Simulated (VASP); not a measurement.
Input of a VASP 6.6.1 run:

File INCAR:

```
SYSTEM = Al2Cu
PREC = Accurate
ENCUT = 520
EDIFF = 1E-6
ISMEAR = 0
SIGMA = 0.15
LREAL = .FALSE.
LASPH = .TRUE.
NELM = 60
ALGO = Fast
ISIF = 2
LWAVE = .FALSE.
LCHARG = .FALSE.
GGA = PE
NBANDS = 16
```

Contents of KPOINTS:

```
Automatic mesh
0
G
  14 14 14
  0 0 0
```

POSCAR

```
Al2Cu
1.0
   -2.0922936102      2.0922936102      2.7468500000
    2.0922936102     -2.0922936102      2.7468500000
    2.0922936102      2.0922936102     -2.7468500000
Al Cu
2 1
Direct
    0.7500000000      0.2500000000      0.5000000000
    0.2500000000      0.7500000000      0.5000000000
    0.5000000000      0.5000000000      0.0000000000
```

Potentials or basis: VASP PAW PBE potentials, release 64 (Al, Cu).

Run with:

```console
$ cat potpaw_PBE.64/Al/POTCAR potpaw_PBE.64/Cu/POTCAR > POTCAR
$ mpirun -np 1 vasp_std > vasp.out
```

(1) Estimate the pressure.

(2) What does it give for the band gap on the k mesh?

Results:

(1) 1.2 GPa.

(2) zero (an odd number of electrons rules out a gap without spin polarisation).
